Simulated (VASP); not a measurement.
Input of a VASP 6.6.1 run:

Contents of INCAR:

```
  ALGO = Normal
  EDIFF = 1E-6
  ENCUT = 520
  GGA = PE
  ISIF = 2
  ISMEAR = -1
  LASPH = T
  LCHARG = F
  LREAL = F
  LWAVE = F
  NBANDS = 18
  NELM = 100
  PREC = Accurate
  SIGMA = 0.06122561905347299
```

File KPOINTS:

```
k-points
0
Gamma
  13 13 13
```

Contents of POSCAR:

```
CuO2
1.0
    0.0000000000      2.4168144344      2.4168144344
    2.4168144344      0.0000000000      2.4168144344
    2.4168144344      2.4168144344      0.0000000000
Cu O
1 2
Direct
    0.0000000000      0.0000000000      0.0000000000
    0.2500000000      0.2500000000      0.2500000000
    0.7500000000      0.7500000000      0.7500000000
```

Potentials or basis: VASP PAW PBE potentials, release 64 (Cu, O).

Command:

```sh
$ cat potpaw_PBE.64/Cu/POTCAR potpaw_PBE.64/O/POTCAR > POTCAR
$ mpirun -np 1 vasp_std > vasp.out
```

Question: Estimate the pressure.

Answer: 0.4 GPa.

Question: Estimate the band gap on the k mesh.

Answer: Zero (an odd number of electrons rules out a gap without spin polarisation).

Caveat: an odd number of electrons without spin polarisation forces a metal; a magnetic or distorted state may lie lower; semilocal functionals often make such compounds metallic where correlation or magnetic order opens a gap, which also shifts bond lengths. With open d or f shells a metallic result of PBE can be an artefact of self-interaction; +U or a hybrid may open a gap.
